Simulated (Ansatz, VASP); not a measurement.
## Two plane-wave programs on Be2CdO3

```
Be Cd O
1.0
     2.82577    0.00000    0.00000
     0.00000    2.82577    0.00000
     0.00000    0.00000    9.44600
Be Cd O
2 1 3
Direct
  0.50000 0.50000 0.84736
  0.50000 0.50000 0.15264
  0.50000 0.50000 0.50000
  0.00000 0.00000 0.00000
  0.00000 0.00000 0.71455
  0.00000 0.00000 0.28545
```

Change from the starting cell: species swapped into the MgSc3Ru2 type (P4/mmm, No. 123).

Alike in both runs: task single point; functional PBE; k mesh 6 × 6 × 2; occupations gaussian, width 0.1 eV; collinear spin.

```csv
,VASP,Ansatz
version,VASP 6.6.1,Ansatz 0.2.0
potentials or method,"VASP PAW PBE potentials, release 64 (Be, Cd, O), cutoff 520 eV","scalar-relativistic, plane waves, PAW"
valence electrons in the cell,34,42
```

```csv
,VASP,Ansatz,Ansatz less VASP
gap on the k mesh at the Fermi level (eV),none,none,-
pressure (GPa),-27.4,-27.5,-0.08
"traceless stress, the component that is largest in VASP (GPa)",-9.22,-9.20,+0.015
rms of the force components (eV/Å),0.254,0.247,-0.0064
net moment per atom (μB),0.01,0.01,-0.003
size of the moment on the site where the two differ most (μB),0.05,0.04,-0.007
```

Site moments also hang on the region over which each program counts them. Atom by atom the forces differ by 0.008 eV/Å (rms over components). A gap of «none» marks a metal or a gap that the smearing closes. The functional is the same, so the differences come from potentials, cutoffs and numerics. VASP's potentials hold 34 valence electrons a cell and Ansatz's 42, so a difference there can come from the potentials and not from the codes. Ansatz's warnings: seeded moment not kept.

The k mesh is coarse, so the values compare programs but aren't converged.
